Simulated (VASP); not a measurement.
A run of VASP 6.6.1:

File INCAR:

```
SYSTEM = CdS
PREC = Accurate ; ENCUT = 520
EDIFF = 1E-6 ; ISMEAR = -1
SIGMA = 0.05 ; LREAL = .FALSE.
LASPH = .TRUE. ; NELM = 80
ALGO = Normal ; ISIF = 2
LWAVE = .FALSE. ; LCHARG = .FALSE.
GGA = PE ; NBANDS = 16
```

File KPOINTS:

```
Automatic mesh
0
G
  14 14 14
  0 0 0
```

Contents of POSCAR:

```
CdS
1.0
    2.9988115914      0.0000000000      0.0000000000
    0.0000000000      2.9988115914      0.0000000000
    0.0000000000      0.0000000000      2.9988115914
Cd S
1 1
Direct
    0.0000000000      0.0000000000      0.0000000000
    0.5000000000      0.5000000000      0.5000000000
```

Potentials or basis: VASP PAW PBE potentials, release 64 (Cd, S).

Run with:

```sh
$ cat potpaw_PBE.64/Cd/POTCAR potpaw_PBE.64/S/POTCAR > POTCAR
$ mpirun -np 1 vasp_std > vasp.out
```

Hardware: 1 thread of Intel(R) Xeon(R) 6975P-C (Granite Rapids), on a shared host.

How long does it take, and how much memory?

Wall time 11 s on 1 thread of Intel(R) Xeon(R) 6975P-C (Granite Rapids), with other jobs on the host, peak memory 0.17 GiB. Counts: scf iterations 12, k points 120.
